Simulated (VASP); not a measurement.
# HOs (P6_3mc) in VASP: further runs

The runs below take HOs through single point, with PBE.

All numbers are computed with VASP 6.6.1; they aren't measurements. Logs are shortened: lines on timing, memory, paths and dates and some standing lists are left out, and cuts for length are marked.

### 1 The cell of the first run

Symmetry: P6_3mc, No. 186, hexagonal system. The conventional cell has a = 2.957 Å, b = 2.957 Å, c = 4.692 Å, α = 90.00°, β = 90.00°, γ = 120.00°. Within 2.4 Å of H (site symmetry 3m) lie 4 Os at 1.79 to 1.82 Å. Within 2.4 Å of Os (site symmetry 3m) lie 4 H at 1.79 to 1.82 Å.

### 2 Single point, PBE

INCAR reads:

```
PREC = Accurate
ENCUT = 520
EDIFF = 1E-7
ISMEAR = 0
SIGMA = 0.1
LREAL = F
LASPH = T
NELM = 100
ALGO = Normal
ISIF = 2
LWAVE = F
LCHARG = T
GGA = PE
LELF = T
LVHAR = T
NBANDS = 17
```

KPOINTS reads:

```
regular mesh
0
Gamma
  6 6 4
```

POSCAR reads:

```
HOs
1.0
    2.9570263716      0.0000000000      0.0000000000
   -1.4785131858      2.5608599574      0.0000000000
    0.0000000000      0.0000000000      4.6920051008
H Os
2 2
Direct
    0.3333333333      0.6666666667     -0.0024374247
    0.6666666667      0.3333333333      0.4975625753
    0.3333333333      0.6666666667      0.3845374247
    0.6666666667      0.3333333333      0.8845374247
```

Potentials or basis: VASP PAW PBE potentials, release 64 (H, Os).

On the command line:

```
$ cat potpaw_PBE.64/H/POTCAR potpaw_PBE.64/Os/POTCAR > POTCAR
$ mpirun -np 1 vasp_std > vasp.out
```

OUTCAR:

```text
PREC = Accurate
   ENCUT = 520
   EDIFF = 1E-7
   ISMEAR = 0
   LREAL = F
   LASPH = T
   NELM = 100
   ISIF = 2
   GGA = PE

 ion  position               nearest neighbor table
   1  0.333  0.667  0.998-   4 1.79   4 1.79   4 1.79   3 1.82
   2  0.667  0.333  0.498-   3 1.79   3 1.79   3 1.79   4 1.82
   3  0.333  0.667  0.385-   2 1.79   2 1.79   2 1.79   1 1.82   4 2.90   4 2.90   4 2.90   4 2.90
                             4 2.90   4 2.90
   4  0.667  0.333  0.885-   1 1.79   1 1.79   1 1.79   2 1.82   3 2.90   3 2.90   3 2.90   3 2.90
                             3 2.90   3 2.90

  LATTYP: Found a hexagonal cell.
 ALAT       =     2.9570263716
 C/A-ratio  =     1.5867308949

  Lattice vectors:

 A1 = (   2.9570263716,   0.0000000000,   0.0000000000)
 A2 = (  -1.4785131858,   2.5608599574,   0.0000000000)
 A3 = (   0.0000000000,   0.0000000000,   4.6920051008)

Analysis of symmetry for initial positions (statically):
=====================================================================
 Subroutine PRICEL returns:
 Original cell was already a primitive cell.

 Routine SETGRP: Setting up the symmetry group for a
 hexagonal supercell.

 Subroutine GETGRP returns: Found 12 space group operations
 (whereof  6 operations were pure point group operations)
 out of a pool of 24 trial point group operations.

The static configuration has the point symmetry C_3v.
 The point group associated with its full space group is C_6v.

Analysis of symmetry for dynamics (positions and initial velocities):
=====================================================================
 Subroutine PRICEL returns:
 Original cell was already a primitive cell.

 Routine SETGRP: Setting up the symmetry group for a
 hexagonal supercell.

 Subroutine GETGRP returns: Found 12 space group operations
 (whereof  6 operations were pure point group operations)
 out of a pool of 24 trial point group operations.

The dynamic configuration has the point symmetry C_3v.
 The point group associated with its full space group is C_6v.

 Subroutine INISYM returns: Found 12 space group operations
 (whereof  6 operations are pure point group operations),
 and found     1 'primitive' translations

----------------------------------------------------------------------------------------

                                     Primitive cell

  volume of cell :      35.5304

[... 89 lines left out ...]
   LREAL  =      F    real-space projection
   EDIFFG = 0.1E-05   stopping-criterion for IOM
   NSW    =      0    number of steps for IOM
   IBRION =     -1    ionic relax: 0-MD 1-quasi-New 2-CG
   NFREE  =      0    steps in history (QN), initial steepest desc. (CG)
   ISIF   =      2    stress and relaxation
   ISYM   =      2    0-nonsym 1-usesym 2-fastsym
   POTIM  = 0.5000    time-step for ionic-motion
   TEBEG  =    0.0;   TEEND  =   0.0 temperature during run
   PSTRESS=    0.0 pullay stress
   NELECT =      18.0000    total number of electrons
   NUPDOWN=      -1.0000    fix difference up-down
   EMIN   =  10.00;   EMAX   =-10.00  energy-range for DOS
   EFERMI =   0.00;   METHOD = LEGACY
   ISMEAR =     0;   SIGMA  =   0.10  broadening in eV -4-tet -1-fermi 0-gaus
   EFERMI_NEDOS =   21; number of points for ismear=-14 and -15
   IALGO  =     38    algorithm
   IMIX   =      4    mixing-type and parameters
     AMIX     =   0.40;   BMIX     =  1.00
     AMIX_MAG =   1.60;   BMIX_MAG =  1.00
  volume/ion in A,a.u.               =       8.88        59.94
  Fermi-wavevector in a.u.,A,eV,Ry     =   1.305066  2.466217 23.173408  1.703197
  Thomas-Fermi vector in A             =   2.435960
   LORBIT       =      0    0 simple, 1 ext, 2 COOP (PROOUT), +10 PAW based schemes
   GGA     = PE    functional components
   LHFCALC =     F    Hartree Fock is set to
   AEXX    =    0.0000 exact exchange contribution
   IVDW    =     0    specifies the selected vdW correction
   LEPSILON=     F    determine dielectric tensor
   LRPA    =     F    only Hartree local field effects (RPA)
 non-spin polarized calculation
 Gauss-broadening in eV      SIGMA  =   0.10
  energy-cutoff  :      520.00
  volume of cell :       35.53
 maximum number of plane-waves:       990
 NGX is ok and might be reduce to    24
   NGX = 11   NGY = 11   NGZ = 17

 number of electron      17.9999999 magnetization

 Free energy of the ion-electron system (eV)
  ---------------------------------------------------
  ext. energy  EPLUGINS =         0.00000000
  ---------------------------------------------------
  free energy    TOTEN  =       -26.71358871 eV

  energy without entropy =      -26.69760651  energy(sigma->0) =      -26.70559761

 E-fermi :   7.8500     XC(G=0): -13.1588

 val. band max:        7.8476303408   @ k =   0.3333   0.3333   0.0000
 cond. band min:       7.9420526961   @ k =   0.1667   0.1667   0.5000
 fundamental gap:      0.0944223553
 Fermi energy:         7.8500278675

 k-point     1 :       0.0000    0.0000    0.0000
  band No.  band energies     occupation
      1      -4.8681      2.00000
      2      -2.3084      2.00000
      3       4.6643      2.00000
      4       4.6643      2.00000
      5       4.7611      2.00000
      6       5.2460      2.00000
[... 397 lines left out ...]
      4       3.1059      2.00000
      5       3.3969      2.00000
      6       3.3969      2.00000
[... 9 lines left out ...]
     16      15.5067      0.00000
     17      21.3390      0.00000

------------------------ aborting loop because EDIFF is reached ----------------------------------------

  FORCE on cell =-STRESS in cart. coord.  units (eV):
  Direction    XX          YY          ZZ          XY          YZ          ZX
  --------------------------------------------------------------------------------------
  -------------------------------------------------------------------------------------
  Total        0.2617190      0.2617190      0.2050738      0.0000000      0.0000000      0.0000000
  in kB       11.8017468     11.8017468      9.2474331      0.0000000      0.0000000      0.0000000
  external PRESSURE =      10.9503089 kB  Pullay stress =       0.0000000 kB

 VOLUME and BASIS-vectors are now :
 -----------------------------------------------------------------------------
  energy-cutoff  :      520.00
  volume of cell :       35.53
      direct lattice vectors                 reciprocal lattice vectors
     2.957026372  0.000000000  0.000000000     0.338177572  0.195246912  0.000000000
    -1.478513186  2.560859957  0.000000000     0.000000000  0.390493825  0.000000000
     0.000000000  0.000000000  4.692005101     0.000000000  0.000000000  0.213128498

 POSITION                                       TOTAL-FORCE (eV/Angst)
 -----------------------------------------------------------------------------------
     -0.00000      1.70724      4.68057        -0.000000      0.000000     -0.000930
      1.47851      0.85362      2.33457         0.000000     -0.000000     -0.000930
     -0.00000      1.70724      1.80425         0.000000      0.000000      0.000930
      1.47851      0.85362      4.15025        -0.000000      0.000000      0.000930
 -----------------------------------------------------------------------------------
    total drift:                               -0.000000      0.000000     -0.000429

  FREE ENERGIE OF THE ION-ELECTRON SYSTEM (eV)
  ---------------------------------------------------
  free  energy   TOTEN  =       -26.7135887114 eV

  energy  without entropy=      -26.6976065079  energy(sigma->0) =      -26.70559761
```

OSZICAR:

```text
N       E                     dE             d eps       ncg     rms          rms(c)
DAV:   1     0.107762973938E+03    0.10776E+03   -0.83725E+03   714   0.100E+03
DAV:   2    -0.224164473750E+02   -0.13018E+03   -0.11575E+03   720   0.313E+02
DAV:   3    -0.284657966508E+02   -0.60493E+01   -0.58329E+01   931   0.594E+01
DAV:   4    -0.285139574430E+02   -0.48161E-01   -0.48024E-01   792   0.561E+00
DAV:   5    -0.285142392492E+02   -0.28181E-03   -0.28178E-03   923   0.395E-01    0.280E+01
DAV:   6    -0.269688392554E+02    0.15454E+01   -0.16208E+00   923   0.110E+01    0.113E+01
DAV:   7    -0.267256241057E+02    0.24322E+00   -0.69623E-01   986   0.642E+00    0.214E+00
DAV:   8    -0.267324887209E+02   -0.68646E-02   -0.77879E-03   733   0.704E-01    0.288E+00
DAV:   9    -0.267135889786E+02    0.18900E-01   -0.20221E-02   805   0.133E+00    0.955E-01
DAV:  10    -0.267135951096E+02   -0.61311E-05   -0.24498E-04   880   0.129E-01    0.448E-01
DAV:  11    -0.267135851257E+02    0.99840E-05   -0.12847E-05   808   0.371E-02    0.228E-01
DAV:  12    -0.267135874015E+02   -0.22759E-05   -0.72779E-07   850   0.840E-03    0.106E-01
DAV:  13    -0.267135877615E+02   -0.36001E-06   -0.43507E-07   784   0.620E-03    0.421E-02
DAV:  14    -0.267135883495E+02   -0.58794E-06   -0.11630E-07   694   0.263E-03    0.557E-03
DAV:  15    -0.267135886133E+02   -0.26382E-06   -0.59778E-09   366   0.830E-04    0.703E-04
DAV:  16    -0.267135887114E+02   -0.98152E-07   -0.26676E-09   366   0.386E-04
   1 F= -.26713589E+02 E0= -.26705598E+02  d E =-.159822E-01
```

stdout:

```text
POSCAR found type information on POSCAR H Os
 POSCAR found :  2 types and       4 ions
 scaLAPACK will be used
 LDA part: xc-table for (Slater+PW92), standard interpolation
 POSCAR, INCAR and KPOINTS ok, starting setup
 FFT: planning ... GRIDC
 FFT: planning ... GRID_SOFT
 FFT: planning ... GRID
 WAVECAR not read
 entering main loop
```

Run time: 8.7 s. Hardware: 1 thread of Intel Xeon 6975P-C (Granite Rapids), shared host; peak memory 0.15 GiB.

What came out:

```
Free energy            : -26.7136 eV
Pressure               : 1.1 GPa
Band gap on the k mesh : zero (band 9 reaches 8.90 eV, above the bottom of band 10 at 5.92 eV)
```

Stress tensor (GPa, compression positive):
```
1.18 0.00 0.00
0.00 1.18 0.00
0.00 0.00 0.92
```

Levels at points of the mesh, in eV from the Fermi level:
| k point | band 5 | band 6 | band 7 | band 8 | band 9 | band 10 | band 11 | band 12 | band 13 | band 14 |
| --- | --- | --- | --- | --- | --- | --- | --- | --- | --- | --- |
| (0.00, 0.00, 0.00) | -3.09 | -2.60 | -2.60 | -2.43 | -1.90 | -1.90 | 0.55 | 0.55 | 5.26 | 5.38 |
| (0.50, 0.00, 0.00) | -3.41 | -2.88 | -2.39 | 0.63 | 1.05 | 1.20 | 1.77 | 2.28 | 5.04 | 6.20 |
| (0.00, 0.00, 0.50) | -3.31 | -3.31 | -3.31 | -3.31 | -0.13 | -0.13 | -0.13 | -0.13 | 6.83 | 6.83 |
| (0.50, 0.00, 0.50) | -2.29 | -2.29 | -1.71 | -1.71 | 0.93 | 0.93 | 1.19 | 1.19 | 5.30 | 5.30 |

Caveat: the k points lie up to 0.41 Å⁻¹ apart; spin-orbit coupling is left out, which moves the levels of the heavy elements.

### 3 Single point, PBE

This run uses another cell than the first one, of 10.66 Å³/atom, 1.200 times its volume.

INCAR reads:

```
SYSTEM = HOs
PREC = Accurate ; ENCUT = 520
EDIFF = 1E-6 ; ISMEAR = 0
SIGMA = 0.1 ; LREAL = .False.
LASPH = .True. ; NELM = 60
ALGO = Normal ; ISIF = 2
LWAVE = .False. ; LCHARG = .False.
GGA = PE ; NBANDS = 17
```

KPOINTS reads:

```
Automatic mesh
0
Gamma
  6 6 4
  0 0 0
```

POSCAR reads:

```
HOs
1.0
    3.1326448744      0.0000000000      0.0000000000
   -1.5663224372      2.7129500423      0.0000000000
    0.0000000000      0.0000000000      5.0168227363
H Os
2 2
Direct
    0.3333333333      0.6666666667      0.0000000000
    0.6666666667      0.3333333333      0.5000000000
    0.3333333333      0.6666666667      0.3821000000
    0.6666666667      0.3333333333      0.8821000000
```

Potentials or basis: VASP PAW PBE potentials, release 64 (H, Os).

On the command line:

```
$ cat potpaw_PBE.64/H/POTCAR potpaw_PBE.64/Os/POTCAR > POTCAR
$ mpirun -np 1 vasp_std > vasp.out
```

OUTCAR:

```text
SYSTEM = HOs
   PREC = Accurate
   ENCUT = 520
   EDIFF = 1E-6
   ISMEAR = 0
   LREAL = .False.
   LASPH = .True.
   NELM = 60
   ISIF = 2
   GGA = PE

 ion  position               nearest neighbor table
   1  0.333  0.667  0.000-   4 1.90   4 1.90   4 1.90   3 1.92
   2  0.667  0.333  0.500-   3 1.90   3 1.90   3 1.90   4 1.92
   3  0.333  0.667  0.382-   2 1.90   2 1.90   2 1.90   1 1.92   4 3.09   4 3.09   4 3.09   4 3.09
                             4 3.09   4 3.09
   4  0.667  0.333  0.882-   1 1.90   1 1.90   1 1.90   2 1.92   3 3.09   3 3.09   3 3.09   3 3.09
                             3 3.09   3 3.09

[... 619 lines left out ...]
  -------------------------------------------------------------------------------------
  Total       -8.6487350     -8.6487350     -9.0741377      0.0000000      0.0000000      0.0000000
  in kB     -324.9985736   -324.9985736   -340.9841786      0.0000000      0.0000000      0.0000000
  external PRESSURE =    -330.3271086 kB  Pullay stress =       0.0000000 kB

 VOLUME and BASIS-vectors are now :
 -----------------------------------------------------------------------------
  energy-cutoff  :      520.00
  volume of cell :       42.64
      direct lattice vectors                 reciprocal lattice vectors
     3.132644874  0.000000000  0.000000000     0.319219075  0.184301219  0.000000000
    -1.566322437  2.712950042  0.000000000     0.000000000  0.368602438  0.000000000
     0.000000000  0.000000000  5.016822736     0.000000000  0.000000000  0.199329347

 POSITION                                       TOTAL-FORCE (eV/Angst)
 -----------------------------------------------------------------------------------
     -0.00000      1.80863      0.00000         0.000000      0.000000     -0.016234
      1.56632      0.90432      2.50841        -0.000000      0.000000     -0.016234
     -0.00000      1.80863      1.91693         0.000000      0.000000      0.016234
      1.56632      0.90432      4.42534        -0.000000      0.000000      0.016234
 -----------------------------------------------------------------------------------
    total drift:                               -0.000000     -0.000000      0.000398

  FREE ENERGIE OF THE ION-ELECTRON SYSTEM (eV)
  ---------------------------------------------------
  free  energy   TOTEN  =       -25.8652387089 eV

  energy  without entropy=      -25.8463066563  energy(sigma->0) =      -25.85577268
```

Wall time 9.3 s (1 thread of Intel Xeon 6975P-C (Granite Rapids), shared host); peak memory 0.16 GiB.

Results:

- Free energy: -25.8652 eV
- Pressure: -33.0 GPa
- Largest force: 0.016 eV/Å
- Band gap on the k mesh: zero (band 9 reaches 6.33 eV, above the bottom of band 10 at 4.11 eV)

Forces in eV/Å, atoms in the order of the input:
```
H    0.000  0.000 -0.016
H    0.000  0.000 -0.016
Os   0.000  0.000  0.016
Os   0.000  0.000  0.016
```

Caveat: the k points lie up to 0.39 Å⁻¹ apart; spin-orbit coupling is left out, which moves the levels of the heavy elements.
